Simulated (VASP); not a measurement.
# TiPt3 (Pm-3m) in VASP: a series of runs, part 2 of 2

VASP 6.6.1. The steps go on from the part before.

**3. Single point, r2SCAN**

This run uses another cell than the first one, of 15.67 Å³/atom, 1.020 times its volume.

Input file POSCAR:

```
TiPt3
1.0
    3.9723974900      0.0000000000      0.0000000000
    0.0000000000      3.9723974900      0.0000000000
    0.0000000000      0.0000000000      3.9723974900
Ti Pt
1 3
Direct
    0.0000000000      0.0000000000      0.0000000000
    0.0000000000      0.5000000000      0.5000000000
    0.5000000000      0.0000000000      0.5000000000
    0.5000000000      0.5000000000      0.0000000000
```

Input file INCAR.step1:

```
SYSTEM = TiPt3
PREC = Accurate ; ENCUT = 520
ISMEAR = -1 ; SIGMA = 0.1
LREAL = .FALSE. ; LASPH = .TRUE.
NELM = 100 ; NBANDS = 29
GGA = PE ; ALGO = Normal
EDIFF = 1E-4 ; LWAVE = .TRUE.
LCHARG = .FALSE.
```

Input file INCAR.step2:

```
SYSTEM = TiPt3
PREC = Accurate ; ENCUT = 520
EDIFF = 1E-6 ; ISMEAR = -1
SIGMA = 0.1 ; LREAL = .FALSE.
LASPH = .TRUE. ; NELM = 100
ALGO = Normal ; ISIF = 2
LWAVE = .FALSE. ; LCHARG = .TRUE.
METAGGA = R2SCAN ; LMIXTAU = .TRUE.
LELF = .TRUE. ; LVHAR = .TRUE.
NBANDS = 29 ; ISTART = 1
```

Input file KPOINTS:

```
regular mesh
0
G
  9 9 9
  0 0 0
```

Potentials or basis: VASP PAW PBE potentials, release 64 (Ti_sv, Pt).

Launch:

```sh
> cat potpaw_PBE.64/Ti_sv/POTCAR potpaw_PBE.64/Pt/POTCAR > POTCAR
> cp INCAR.step1 INCAR
> mpirun -np 1 vasp_std > vasp.out
> cp INCAR.step2 INCAR
> mpirun -np 1 vasp_std > vasp.out
```

OUTCAR:

```text
SYSTEM = TiPt3
   PREC = Accurate
   ENCUT = 520
   EDIFF = 1E-6
   ISMEAR = -1
   LREAL = .FALSE.
   LASPH = .TRUE.
   NELM = 100
   ISIF = 2
   METAGGA = R2SCAN
   ISTART = 1

 ion  position               nearest neighbor table
   1  0.000  0.000  0.000-   2 2.81   3 2.81   4 2.81   2 2.81   3 2.81   2 2.81   4 2.81   2 2.81
                             3 2.81   4 2.81   3 2.81   4 2.81
   2  0.000  0.500  0.500-   1 2.81   3 2.81   4 2.81   1 2.81   4 2.81   1 2.81   3 2.81   1 2.81
                             3 2.81   4 2.81   4 2.81   3 2.81
   3  0.500  0.000  0.500-   1 2.81   2 2.81   4 2.81   1 2.81   4 2.81   2 2.81   4 2.81   4 2.81
                             1 2.81   2 2.81   1 2.81   2 2.81
   4  0.500  0.500  0.000-   1 2.81   2 2.81   3 2.81   2 2.81   3 2.81   1 2.81   3 2.81   3 2.81
                             1 2.81   2 2.81   2 2.81   1 2.81

  LATTYP: Found a simple cubic cell.
 ALAT       =     3.9723974900

  Lattice vectors:

 A1 = (   3.9723974900,   0.0000000000,   0.0000000000)
 A2 = (   0.0000000000,   3.9723974900,   0.0000000000)
 A3 = (   0.0000000000,   0.0000000000,   3.9723974900)

Analysis of symmetry for initial positions (statically):
=====================================================================
 Subroutine PRICEL returns:
 Original cell was already a primitive cell.

 Routine SETGRP: Setting up the symmetry group for a
 simple cubic supercell.

 Subroutine GETGRP returns: Found 48 space group operations
 (whereof 48 operations were pure point group operations)
 out of a pool of 48 trial point group operations.

The static configuration has the point symmetry O_h .

Analysis of symmetry for dynamics (positions and initial velocities):
=====================================================================
 Subroutine PRICEL returns:
 Original cell was already a primitive cell.

 Routine SETGRP: Setting up the symmetry group for a
 simple cubic supercell.
[... 121 lines left out ...]
   NUPDOWN=      -1.0000    fix difference up-down
   EMIN   =  10.00;   EMAX   =-10.00  energy-range for DOS
   EFERMI =   0.00;   METHOD = LEGACY
   ISMEAR =    -1;   SIGMA  =   0.10  broadening in eV -4-tet -1-fermi 0-gaus
   EFERMI_NEDOS =   21; number of points for ismear=-14 and -15
   IALGO  =     38    algorithm
   IMIX   =      4    mixing-type and parameters
     AMIX     =   0.40;   BMIX     =  1.00
     AMIX_MAG =   1.60;   BMIX_MAG =  1.00
  volume/ion in A,a.u.               =      15.67       105.75
  Fermi-wavevector in a.u.,A,eV,Ry     =   1.432535  2.707099 27.921283  2.052156
  Thomas-Fermi vector in A             =   2.552152
   LORBIT       =      0    0 simple, 1 ext, 2 COOP (PROOUT), +10 PAW based schemes
   METAGGA = R2SCAN    functional components
   LHFCALC =     F    Hartree Fock is set to
   AEXX    =    0.0000 exact exchange contribution
   IVDW    =     0    specifies the selected vdW correction
   LEPSILON=     F    determine dielectric tensor
   LRPA    =     F    only Hartree local field effects (RPA)
 non-spin polarized calculation
  energy-cutoff  :      520.00
  volume of cell :       62.68
 maximum number of plane-waves:      1743
 NGX is ok and might be reduce to    30
   NGX = 15   NGY = 15   NGZ = 15

 number of electron      42.0000004 magnetization

 Free energy of the ion-electron system (eV)
  ---------------------------------------------------
  ext. energy  EPLUGINS =         0.00000000
  ---------------------------------------------------
  free energy    TOTEN  =      -171.10747596 eV

  energy without entropy =     -171.05176219  energy(sigma->0) =     -171.07961908

 E-fermi :  10.7056     XC(G=0): -14.0552

 val. band max:       10.6348184400   @ k =   0.4444   0.0000   0.0000
 cond. band min:      10.7222179474   @ k =   0.0000   0.0000   0.0000
 fundamental gap:      0.0873995074
 Fermi energy:        10.7055535951

 k-point     1 :       0.0000    0.0000    0.0000
  band No.  band energies     occupation
      1     -49.9868      2.00000
      2     -25.1420      2.00000
      3     -25.1420      2.00000
      4     -25.1420      2.00000
      5       0.6669      2.00000
      6       3.6374      2.00000
[... 757 lines left out ...]
     28      14.8144      0.00000
     29      18.2190      0.00000

 [... further k-points ...]
[... 5 lines left out ...]
  --------------------------------------------------------------------------------------
  -------------------------------------------------------------------------------------
  Total       -3.3425030     -3.3425030     -3.3425030      0.0000000      0.0000000      0.0000000
  in kB      -85.4327306    -85.4327306    -85.4327306      0.0000000      0.0000000      0.0000000
  external PRESSURE =     -85.4327306 kB  Pullay stress =       0.0000000 kB

 VOLUME and BASIS-vectors are now :
 -----------------------------------------------------------------------------
  energy-cutoff  :      520.00
  volume of cell :       62.68
      direct lattice vectors                 reciprocal lattice vectors
     3.972397490  0.000000000  0.000000000     0.251737144  0.000000000  0.000000000
     0.000000000  3.972397490  0.000000000     0.000000000  0.251737144  0.000000000
     0.000000000  0.000000000  3.972397490     0.000000000  0.000000000  0.251737144

 POSITION                                       TOTAL-FORCE (eV/Angst)
 -----------------------------------------------------------------------------------
      0.00000      0.00000      0.00000         0.000000      0.000000      0.000000
      0.00000      1.98620      1.98620         0.000000      0.000000      0.000000
      1.98620      0.00000      1.98620         0.000000      0.000000      0.000000
      1.98620      1.98620      0.00000         0.000000      0.000000      0.000000
 -----------------------------------------------------------------------------------
    total drift:                                0.000000      0.000000     -0.000000

  FREE ENERGIE OF THE ION-ELECTRON SYSTEM (eV)
  ---------------------------------------------------
  free  energy   TOTEN  =      -171.1074759586 eV

  energy  without entropy=     -171.0517621919  energy(sigma->0) =     -171.07961908
```

It took 3 min on 1 thread of Intel Xeon Platinum 8488C (Sapphire Rapids), shared host; peak memory 0.2 GiB.

Results:

```yaml
Free_energy: -171.1075 eV
Pressure: -8.5 GPa
Band_gap_on_the_k_mesh: zero (band 21 reaches 12.12 eV, above the bottom of band 22 at 10.63 eV)
```

Levels at points of the mesh, in eV from the Fermi level:
```csv
k point,band 17,band 18,band 19,band 20,band 21,band 22,band 23,band 24,band 25,band 26
"(0.00, 0.00, 0.00)",-0.57,0.02,0.02,0.02,1.42,1.42,1.67,1.67,1.67,1.95
```

Caveat: the PAW data sets were made with another functional, which shifts forces and pressure a little; spin-orbit coupling is left out, which moves the levels of the heavy elements.

**4. Single point, r2SCAN**

This run uses another cell than the first one, of 15.97 Å³/atom, 1.039 times its volume.

Input file POSCAR:

```
TiPt3
1.0
    3.9977000700      0.0000000000      0.0000000000
    0.0000000000      3.9977000700      0.0000000000
    0.0000000000      0.0000000000      3.9977000700
Ti Pt
1 3
Direct
    0.0000000000      0.0000000000      0.0000000000
    0.0000000000      0.5000000000      0.5000000000
    0.5000000000      0.0000000000      0.5000000000
    0.5000000000      0.5000000000      0.0000000000
```

Input file INCAR.step1:

```
SYSTEM = TiPt3
ALGO = Normal ; EDIFF = 1E-4
ENCUT = 520 ; GGA = PE
ISMEAR = -1 ; LASPH = .True.
LCHARG = .False. ; LREAL = .False.
LWAVE = .True. ; NBANDS = 29
NELM = 60 ; PREC = Accurate
SIGMA = 0.1
```

Input file INCAR.step2:

```
SYSTEM = TiPt3
ALGO = Normal ; EDIFF = 1E-7
ENCUT = 520 ; ISIF = 2
ISMEAR = -1 ; ISTART = 1
LASPH = .True. ; LCHARG = .True.
LELF = .True. ; LMIXTAU = .True.
LREAL = .False. ; LVHAR = .True.
LWAVE = .False. ; METAGGA = R2SCAN
NBANDS = 29 ; NELM = 60
PREC = Accurate ; SIGMA = 0.1
```

Input file KPOINTS:

```
k-points
0
Gamma
  9 9 9
  0 0 0
```

Launch:

```sh
> cat potpaw_PBE.64/Ti_sv/POTCAR potpaw_PBE.64/Pt/POTCAR > POTCAR
> cp INCAR.step1 INCAR
> mpirun -np 1 vasp_std > vasp.out
> cp INCAR.step2 INCAR
> mpirun -np 1 vasp_std > vasp.out
```

Run time: 4.3 min. Hardware: 1 thread of Intel Xeon Platinum 8488C (Sapphire Rapids), shared host; peak memory 0.2 GiB.

It converged, with:

- Free energy: -171.0289 eV
- Pressure: -12.4 GPa
- Band gap on the k mesh: zero (band 21 reaches 11.76 eV, above the bottom of band 22 at 10.32 eV)

Levels at points of the mesh, in eV from the Fermi level:
| k point | band 19 | band 20 | band 21 | band 22 | band 23 | band 24 |
| --- | --- | --- | --- | --- | --- | --- |
| (0.00, 0.00, 0.00) | 0.00 | 0.00 | 1.38 | 1.38 | 1.69 | 1.69 |

Caveat: the PAW data sets were made with another functional, which shifts forces and pressure a little; spin-orbit coupling is left out, which moves the levels of the heavy elements.

**5. Summary**

| cell | gap on the mesh (eV) | pressure (GPa) |
| --- | --- | --- |
| a = 3.947 Å, 4 atoms | none | -4.2 |
| a = 3.972 Å, 4 atoms | none | -8.5 |
| a = 3.998 Å, 4 atoms | none | -12.4 |

Alike in all rows: task single point; level r2SCAN; potentials or basis VASP PAW PBE potentials, release 64 (Ti_sv, Pt); no spin polarisation; k mesh 9 × 9 × 9; cutoff (eV) 520; smearing fermi-dirac 0.1 eV.

Caveats: the PAW data sets were made with another functional, which shifts forces and pressure a little; spin-orbit coupling is left out, which moves the levels of the heavy elements.

Absolute energies hang on the potentials; compare differences alone.
